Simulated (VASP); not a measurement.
Te: single point with r2SCAN

Crystal: Te.

```xyz
1
Lattice="-1.8443 1.8443 1.8443 1.8443 -1.8443 1.8443 1.8443 1.8443 -1.8443" Properties=species:S:1:pos:R:3 pbc="T T T"
Te    0.0000    0.0000    0.0000
```

This isn't the form of Te at room conditions, which is trigonal, of chains.

| Item | Value |
| --- | --- |
| Program | VASP 6.6.1 |
| Task | single point |
| Functional | r2SCAN |
| Potentials or basis | VASP PAW PBE potentials, release 64 (Te) |
| Cutoff | 520 eV |
| k mesh | 13 × 13 × 13 |
| Occupations | fermi-dirac, width 0.1 eV |
| Spin | no spin polarisation |

```yaml
Pressure: 10.1 GPa
Band_gap_on_the_k_mesh: zero (bands 3 and 4 overlap by 7.57 eV)
```

Levels at points of the mesh, in eV from the Fermi level:
```tsv
k point	band 1	band 2	band 3	band 4	band 5	band 6
(0.00, 0.00, 0.00)	-15.58	3.89	3.89	3.89	10.56	10.56
```

Wall time 18 s on 1 thread of Intel(R) Xeon(R) 6975P-C (Granite Rapids) (shared host), peak memory 0.15 GiB.

Caveat: the cell stands under pressure; the PAW data sets were made with another functional, which shifts forces and pressure a little; spin-orbit coupling is left out, which moves the levels of the heavy elements.
